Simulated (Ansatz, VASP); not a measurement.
**KRe3 in VASP and in Ansatz**

```xyz
4
Lattice="4.1146 0.0000 0.0000 0.0000 4.1146 0.0000 0.0000 0.0000 4.1146" Properties=species:S:1:pos:R:3 pbc="T T T"
K     0.0000    0.0000    0.0000
Re    0.0000    2.0573    2.0573
Re    2.0573    0.0000    2.0573
Re    2.0573    2.0573    0.0000
```

Change from the starting cell: species swapped into the Al3Ag type (Pm-3m, No. 221).

Alike in both runs: task relaxation of cell and atoms; functional PBE; k mesh 12 × 12 × 12; occupations gaussian, width 0.1 eV; no spin polarisation.

|  | VASP | Ansatz |
| --- | --- | --- |
| version | VASP 6.6.1 | Ansatz 0.2.0 |
| potentials or method | VASP PAW PBE potentials, release 64 (K_sv, Re), cutoff 600 eV | scalar-relativistic, plane waves, PAW |
| valence electrons in the cell | 30 | 54 |

Ansatz gave:

```
gap on the k mesh at the Fermi level, each at its own relaxed structure (eV) : none
relaxed volume (Å³/atom)                                                     : 17.41
relaxed cell length with the largest relative difference (Å)                 : 4.115
```

**Question.** Which values does VASP return?

**Answer.** gap on the k mesh at the Fermi level, each at its own relaxed structure (eV): none; relaxed volume (Å³/atom): 17.45; relaxed cell length with the largest relative difference (Å): 4.117.

A gap of «none» marks a metal or a gap that the smearing closes. VASP's potentials hold 30 valence electrons a cell and Ansatz's 54, so a difference there can come from the potentials and not from the codes.

Spin-orbit coupling is off throughout.
